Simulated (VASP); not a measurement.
# ZnS (F-43m) in VASP: notebook

ZnS is run at these levels: RPBE, PBEsol, LDA, revPBE; tasks: single point.

Everything below comes from runs of VASP 6.6.1. Logs are shortened: lines on timing, memory, paths and dates and some standing lists are left out, and cuts for length are marked.

**What was measured.**

“Electronic, vibrational, and thermodynamic properties of ZnS (zincblende and rocksalt structure)”, 2009, arxiv:0911.5022 quotes, for a bulk crystal of ZnS at 19 K: band gap 3.85 eV (direct).

The runs below are set against these values where they give the same quantity.

### Step 1. The cell of the first run

It takes space group F-43m (No. 216, cubic). Conventional cell: a = 5.404 Å, b = 5.404 Å, c = 5.404 Å, α = 90.00°, β = 90.00°, γ = 90.00°. Within 3.1 Å of Zn (site symmetry -43m) lie 4 S at 2.34 Å. S (site symmetry -43m) has 4 Zn at 2.34 Å within 3.1 Å.

### Step 2. Single point, RPBE

INCAR

```
ALGO = Normal ; EDIFF = 1E-6
ENCUT = 520 ; GGA = RP
ISIF = 2 ; ISMEAR = 0
LASPH = True ; LCHARG = False
LREAL = False ; LWAVE = False
NBANDS = 16 ; NELM = 80
PREC = Accurate ; SIGMA = 0.05
```

KPOINTS

```
k-points
0
Gamma
  9 9 9
```

POSCAR

```
ZnS
1.0
    3.8212050500      0.0000000000      0.0000000000
    1.9106025250      3.3092606464      0.0000000000
    1.9106025250      1.1030868821      3.1200008583
Zn S
1 1
Direct
    0.7500000000      0.7500000000      0.7500000000
    0.0000000000      0.0000000000      0.0000000000
```

Potentials or basis: VASP PAW PBE potentials, release 64 (Zn, S).

The run is started by

```sh
$ cat potpaw_PBE.64/Zn/POTCAR potpaw_PBE.64/S/POTCAR > POTCAR
$ mpirun -np 1 vasp_std > vasp.out
```

OUTCAR:

```text
EDIFF = 1E-6
   ENCUT = 520
   GGA = RP
   ISIF = 2
   ISMEAR = 0
   LASPH = True
   LREAL = False
   NELM = 80
   PREC = Accurate

 ion  position               nearest neighbor table
   1  0.750  0.750  0.750-   2 2.34   2 2.34   2 2.34   2 2.34
   2  0.000  0.000  0.000-   1 2.34   1 2.34   1 2.34   1 2.34

  LATTYP: Found a face centered cubic cell.
 ALAT       =     5.4040000064

  Lattice vectors:

 A1 = (   3.8212050500,   0.0000000000,   0.0000000000)
 A2 = (   1.9106025250,   3.3092606464,   0.0000000000)
 A3 = (   1.9106025250,   1.1030868821,   3.1200008583)

Analysis of symmetry for initial positions (statically):
=====================================================================
 Subroutine PRICEL returns:
 Original cell was already a primitive cell.

 Routine SETGRP: Setting up the symmetry group for a
 face centered cubic supercell.

 Subroutine GETGRP returns: Found 24 space group operations
 (whereof 24 operations were pure point group operations)
 out of a pool of 48 trial point group operations.

The static configuration has the point symmetry T_d .

Analysis of symmetry for dynamics (positions and initial velocities):
=====================================================================
 Subroutine PRICEL returns:
 Original cell was already a primitive cell.

 Routine SETGRP: Setting up the symmetry group for a
 face centered cubic supercell.

 Subroutine GETGRP returns: Found 24 space group operations
 (whereof 24 operations were pure point group operations)
 out of a pool of 48 trial point group operations.

The dynamic configuration has the point symmetry T_d .

 Subroutine INISYM returns: Found 24 space group operations
 (whereof 24 operations are pure point group operations),
 and found     1 'primitive' translations

----------------------------------------------------------------------------------------

                                     Primitive cell

  volume of cell :      39.4535

  direct lattice vectors                    reciprocal lattice vectors
     3.821205050  0.000000000  0.000000000     0.261697550 -0.151091151 -0.106837577
     1.910602525  3.309260646  0.000000000     0.000000000  0.302182302 -0.106837577
     1.910602525  1.103086882  3.120000858     0.000000000  0.000000000  0.320512732

  length of vectors
[... 74 lines left out ...]
   ISTART =      0    job   : 0-new  1-cont  2-samecut
   ICHARG =      2    charge: 1-file 2-atom 10-const
   ISPIN  =      1    spin polarized calculation?
   LNONCOLLINEAR =      F non collinear calculations
   LSORBIT =      F    spin-orbit coupling
   LASPH  =      T    aspherical Exc in radial PAW
   ENCUT  =  520.0 eV  38.22 Ry    6.18 a.u.   7.10  7.10  7.10*2*pi/ulx,y,z
   NELM   =     80;   NELMIN=  2; NELMDL= -5     # of ELM steps
   EDIFF  = 0.1E-05   stopping-criterion for ELM
   LREAL  =      F    real-space projection
   EDIFFG = 0.1E-04   stopping-criterion for IOM
   NSW    =      0    number of steps for IOM
   IBRION =     -1    ionic relax: 0-MD 1-quasi-New 2-CG
   NFREE  =      0    steps in history (QN), initial steepest desc. (CG)
   ISIF   =      2    stress and relaxation
   ISYM   =      2    0-nonsym 1-usesym 2-fastsym
   POTIM  = 0.5000    time-step for ionic-motion
   TEBEG  =    0.0;   TEEND  =   0.0 temperature during run
   PSTRESS=    0.0 pullay stress
   NELECT =      18.0000    total number of electrons
   NUPDOWN=      -1.0000    fix difference up-down
   EMIN   =  10.00;   EMAX   =-10.00  energy-range for DOS
   EFERMI =   0.00;   METHOD = LEGACY
   ISMEAR =     0;   SIGMA  =   0.05  broadening in eV -4-tet -1-fermi 0-gaus
   EFERMI_NEDOS =   21; number of points for ismear=-14 and -15
   IALGO  =     38    algorithm
   IMIX   =      4    mixing-type and parameters
     AMIX     =   0.40;   BMIX     =  1.00
     AMIX_MAG =   1.60;   BMIX_MAG =  1.00
  volume/ion in A,a.u.               =      19.73       133.12
  Fermi-wavevector in a.u.,A,eV,Ry     =   1.260290  2.381602 21.610537  1.588330
  Thomas-Fermi vector in A             =   2.393807
   LORBIT       =      0    0 simple, 1 ext, 2 COOP (PROOUT), +10 PAW based schemes
   GGA     = RP    functional components
   LHFCALC =     F    Hartree Fock is set to
   AEXX    =    0.0000 exact exchange contribution
   IVDW    =     0    specifies the selected vdW correction
   LEPSILON=     F    determine dielectric tensor
   LRPA    =     F    only Hartree local field effects (RPA)
 non-spin polarized calculation
 Gauss-broadening in eV      SIGMA  =   0.05
  energy-cutoff  :      520.00
  volume of cell :       39.45
 maximum number of plane-waves:      1073
   NGX = 15   NGY = 15   NGZ = 15

 number of electron      18.0000000 magnetization

 Free energy of the ion-electron system (eV)
  ---------------------------------------------------
  ext. energy  EPLUGINS =         0.00000000
  ---------------------------------------------------
  free energy    TOTEN  =        -6.17399035 eV

  energy without entropy =       -6.17399035  energy(sigma->0) =       -6.17399035

 E-fermi :   2.4731     XC(G=0):  -9.4103

 val. band max:        2.2194581047   @ k =   0.0000   0.0000   0.0000
 cond. band min:       4.5006913316   @ k =   0.0000   0.0000   0.0000
 fundamental gap:      2.2812332269
 Fermi energy:         2.4730935742

 k-point     1 :       0.0000    0.0000    0.0000
  band No.  band energies     occupation
      1     -10.9046      2.00000
      2      -4.0735      2.00000
      3      -4.0735      2.00000
      4      -4.0735      2.00000
      5      -3.5702      2.00000
      6      -3.5702      2.00000
[... 433 lines left out ...]
      3      -3.7423      2.00000
      4      -3.7423      2.00000
      5      -3.4967      2.00000
      6      -3.4107      2.00000
[... 8 lines left out ...]
     15      15.7843      0.00000
     16      17.2844      0.00000

 [... further k-points ...]
[... 5 lines left out ...]
  --------------------------------------------------------------------------------------
  -------------------------------------------------------------------------------------
  Total        1.0628037      1.0628037      1.0628037     -0.0000000     -0.0000000     -0.0000000
  in kB       43.1596215     43.1596215     43.1596215     -0.0000000     -0.0000000     -0.0000000
  external PRESSURE =      43.1596215 kB  Pullay stress =       0.0000000 kB

 VOLUME and BASIS-vectors are now :
 -----------------------------------------------------------------------------
  energy-cutoff  :      520.00
  volume of cell :       39.45
      direct lattice vectors                 reciprocal lattice vectors
     3.821205050  0.000000000  0.000000000     0.261697550 -0.151091151 -0.106837577
     1.910602525  3.309260646  0.000000000     0.000000000  0.302182302 -0.106837577
     1.910602525  1.103086882  3.120000858     0.000000000  0.000000000  0.320512732

 POSITION                                       TOTAL-FORCE (eV/Angst)
 -----------------------------------------------------------------------------------
      5.73181      3.30926      2.34000         0.000000     -0.000000      0.000000
      0.00000      0.00000      0.00000        -0.000000      0.000000     -0.000000
 -----------------------------------------------------------------------------------
    total drift:                                0.000001      0.000001      0.000001

  FREE ENERGIE OF THE ION-ELECTRON SYSTEM (eV)
  ---------------------------------------------------
  free  energy   TOTEN  =        -6.1739903532 eV

  energy  without entropy=       -6.1739903532  energy(sigma->0) =       -6.17399035
```

It took 20 s on 1 thread of Intel Xeon Platinum 8259CL at 2.50GHz (Skylake/Cascade Lake), shared host; peak memory 0.16 GiB.

What came out:

* Free energy: -6.1740 eV
* Pressure: 4.3 GPa
* Band gap on the k mesh: 2.28 eV, direct

Levels at points of the mesh, in eV from the valence-band top:
| k point | band 6 | band 7 | band 8 | band 9 | band 10 | band 11 | band 12 | band 13 |
| --- | --- | --- | --- | --- | --- | --- | --- | --- |
| (0.00, 0.00, 0.00) | -5.79 | 0.00 | 0.00 | 0.00 | 2.28 | 6.45 | 6.45 | 6.45 |

Caveat: the PAW data sets were made with another functional, which shifts forces and pressure a little. RPBE gaps usually lie below the measured ones, often by a third to a half.

### Step 3. Single point, PBEsol

This run uses another cell than the first one, of 19.33 Å³/atom, 0.980 times its volume.

INCAR

```
SYSTEM = ZnS
PREC = Accurate
ENCUT = 520
EDIFF = 1E-6
ISMEAR = -1
SIGMA = 0.05
LREAL = .False.
LASPH = .True.
NELM = 80
ALGO = Normal
ISIF = 2
LWAVE = .False.
LCHARG = .False.
GGA = PS
NBANDS = 16
```

KPOINTS

```
Automatic mesh
0
Gamma
  9 9 9
  0 0 0
```

POSCAR

```
ZnS
1.0
    0.0000000000      2.6838652254      2.6838652254
    2.6838652254      0.0000000000      2.6838652254
    2.6838652254      2.6838652254      0.0000000000
Zn S
1 1
Direct
    0.7500000000      0.7500000000      0.7500000000
    0.0000000000      0.0000000000      0.0000000000
```

Potentials or basis: VASP PAW PBE potentials, release 64 (Zn, S).

The run is started by

```sh
$ cat potpaw_PBE.64/Zn/POTCAR potpaw_PBE.64/S/POTCAR > POTCAR
$ mpirun -np 1 vasp_std > vasp.out
```

OUTCAR:

```text
SYSTEM = ZnS
   PREC = Accurate
   ENCUT = 520
   EDIFF = 1E-6
   ISMEAR = -1
   LREAL = .False.
   LASPH = .True.
   NELM = 80
   ISIF = 2
   GGA = PS

 ion  position               nearest neighbor table
   1  0.750  0.750  0.750-   2 2.32   2 2.32   2 2.32   2 2.32
   2  0.000  0.000  0.000-   1 2.32   1 2.32   1 2.32   1 2.32

  LATTYP: Found a face centered cubic cell.
 ALAT       =     5.3677304508

  Lattice vectors:

 A1 = (   0.0000000000,   2.6838652254,   2.6838652254)
[... 624 lines left out ...]
      3      -3.9062      2.00000
      4      -3.9062      2.00000
      5      -3.6502      2.00000
      6      -3.5703      2.00000
[... 8 lines left out ...]
     15      15.8672      0.00000
     16      17.2805      0.00000

 [... further k-points ...]
[... 5 lines left out ...]
  --------------------------------------------------------------------------------------
  -------------------------------------------------------------------------------------
  Total       -0.0711567     -0.0711567     -0.0711567      0.0000000      0.0000000     -0.0000000
  in kB       -2.9485892     -2.9485892     -2.9485892      0.0000000      0.0000000     -0.0000000
  external PRESSURE =      -2.9485892 kB  Pullay stress =       0.0000000 kB

 VOLUME and BASIS-vectors are now :
 -----------------------------------------------------------------------------
  energy-cutoff  :      520.00
  volume of cell :       38.66
      direct lattice vectors                 reciprocal lattice vectors
     0.000000000  2.683865225  2.683865225    -0.186298476  0.186298476  0.186298476
     2.683865225  0.000000000  2.683865225     0.186298476 -0.186298476  0.186298476
     2.683865225  2.683865225  0.000000000     0.186298476  0.186298476 -0.186298476

 POSITION                                       TOTAL-FORCE (eV/Angst)
 -----------------------------------------------------------------------------------
      4.02580      4.02580      4.02580         0.000000      0.000000      0.000000
      0.00000      0.00000      0.00000        -0.000000     -0.000000     -0.000000
 -----------------------------------------------------------------------------------
    total drift:                                0.000002      0.000002      0.000002

  FREE ENERGIE OF THE ION-ELECTRON SYSTEM (eV)
  ---------------------------------------------------
  free  energy   TOTEN  =        -7.5888192765 eV

  energy  without entropy=       -7.5888192765  energy(sigma->0) =       -7.58881928
```

OSZICAR:

```text
N       E                     dE             d eps       ncg     rms          rms(c)
DAV:   1     0.830099471790E+02    0.83010E+02   -0.85628E+03  1120   0.134E+03
DAV:   2    -0.276634570450E+01   -0.85776E+02   -0.79883E+02  1288   0.260E+02
DAV:   3    -0.794355018086E+01   -0.51772E+01   -0.51533E+01  1400   0.605E+01
DAV:   4    -0.799540918349E+01   -0.51859E-01   -0.51847E-01  1336   0.640E+00
DAV:   5    -0.799594347304E+01   -0.53429E-03   -0.53428E-03  1424   0.612E-01    0.691E+00
DAV:   6    -0.761255291092E+01    0.38339E+00   -0.78928E-01  1608   0.327E+01    0.544E+00
DAV:   7    -0.759230476461E+01    0.20248E-01   -0.23748E-01  1328   0.486E+00    0.261E+00
DAV:   8    -0.758893368227E+01    0.33711E-02   -0.52298E-03  1616   0.958E-01    0.610E-01
DAV:   9    -0.758874347972E+01    0.19020E-03   -0.97270E-04  1384   0.267E-01    0.920E-02
DAV:  10    -0.758882927614E+01   -0.85796E-04   -0.16527E-04  1408   0.929E-02    0.242E-02
DAV:  11    -0.758881891599E+01    0.10360E-04   -0.28922E-05  1328   0.429E-02    0.570E-03
DAV:  12    -0.758881927651E+01   -0.36051E-06   -0.34435E-06  1384   0.146E-02
   1 F= -.75888193E+01 E0= -.75888193E+01  d E =-.203780E-10
```

stdout:

```text
POSCAR found type information on POSCAR ZnS
 POSCAR found :  2 types and       2 ions
 scaLAPACK will be used
 -----------------------------------------------------------------------------
|                                                                             |
|                                                                             |
|     You enforced a specific xc type in the INCAR file but a different       |
|     I HOPE YOU KNOW WHAT YOU ARE DOING!                                     |
|                                                                             |
 -----------------------------------------------------------------------------

 LDA part: xc-table for (Slater+PW92), standard interpolation
 POSCAR, INCAR and KPOINTS ok, starting setup
 FFT: planning ... GRIDC
 FFT: planning ... GRID_SOFT
 FFT: planning ... GRID
 WAVECAR not read
 entering main loop
```

Wall time 19 s (1 thread of Intel Xeon Platinum 8488C (Sapphire Rapids), shared host); peak memory 0.14 GiB.

Results:

```
Free energy            : -7.5888 eV
Pressure               : -0.3 GPa
Band gap on the k mesh : 2.07 eV, direct
```

Caveat: the PAW data sets were made with another functional, which shifts forces and pressure a little.

(Part 1 of 2 ends here.)
